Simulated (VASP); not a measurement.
Input of a VASP 6.6.1 run:

INCAR

```
SYSTEM = B3N2
  PREC = Accurate
  ENCUT = 520
  EDIFF = 1E-7
  ISMEAR = 0
  SIGMA = 0.1
  LREAL = .False.
  LASPH = .True.
  NELM = 80
  ALGO = Normal
  ISIF = 2
  LWAVE = .False.
  LCHARG = .True.
  GGA = PE
  LELF = .True.
  LVHAR = .True.
  NBANDS = 18
```

File KPOINTS:

```
Automatic mesh
0
Gamma
  14 14 14
  0 0 0
```

POSCAR

```
B3N2
1.0
    0.0000000000      4.3496206689      1.5171727346
    3.5826498661      0.0000000000      1.5171727346
    3.5826498661      4.3496206689      0.0000000000
B N
3 2
Direct
    0.1336746874      0.5733422103      0.4266577897
    0.5733422103      0.1336746874      0.8663253126
    0.1888797773      0.1888797773      0.8111202227
    0.3096657185      0.9140715915      0.6903342815
    0.9140715915      0.3096657185      0.0859284085
```

Potentials or basis: VASP PAW PBE potentials, release 64 (B, N).

Command:

```bash
$ cat potpaw_PBE.64/B/POTCAR potpaw_PBE.64/N/POTCAR > POTCAR
$ mpirun -np 1 vasp_std > vasp.out
```

Problem. Predict the pressure.

Solution. -0.1 GPa.

Problem. What does it give for the largest force?

Solution. 0.019 eV/Å.

Forces in eV/Å, atoms in the order of the input:
```
B    0.000  0.002  0.003
B    0.000 -0.002  0.003
B    0.000  0.000  0.009
N   -0.017  0.000 -0.007
N    0.017  0.000 -0.007
```

Caveat: an odd number of electrons without spin polarisation forces a metal; a magnetic or distorted state may lie lower.
